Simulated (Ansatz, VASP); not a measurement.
# Be4ZnSe: VASP beside Ansatz

```
Be Zn Se
1.0
     4.21569    0.00000    0.00000
    -2.10785    3.65090    0.00000
     0.00000    0.00000    5.45055
Be Zn Se
4 1 1
Direct
  0.50074 0.49926 0.98766
  0.50074 0.00149 0.98766
  0.99851 0.49926 0.98766
  0.00000 0.00000 0.02465
  0.00000 0.00000 0.61352
  0.66667 0.33333 0.40731
```

Alike in both runs: task single point; functional PBE; k mesh 6 × 6 × 4; occupations gaussian, width 0.1 eV; no spin polarisation.

|  | VASP | Ansatz |
| --- | --- | --- |
| version | VASP 6.6.1 | Ansatz 0.2.0 |
| potentials or method | VASP PAW PBE potentials, release 64 (Be, Zn, Se), cutoff 600 eV | scalar-relativistic, plane waves, PAW |
| valence electrons in the cell | 26 | 36 |

VASP gave:

```
gap on the k mesh at the Fermi level (eV)                     : none
pressure (GPa)                                                : 0.6
traceless stress, the component that is largest in VASP (GPa) : -0.59
rms of the force components (eV/Å)                            : 0.045
```

Problem. Which values does Ansatz return?

Solution. gap on the k mesh at the Fermi level (eV): none; pressure (GPa): 0.5; traceless stress, the component that is largest in VASP (GPa): -0.56; rms of the force components (eV/Å): 0.044.

Atom by atom the forces differ by 0.003 eV/Å (rms over components). A gap of «none» marks a metal or a gap that the smearing closes. VASP's potentials hold 26 valence electrons a cell and Ansatz's 36, so a difference there can come from the potentials and not from the codes.
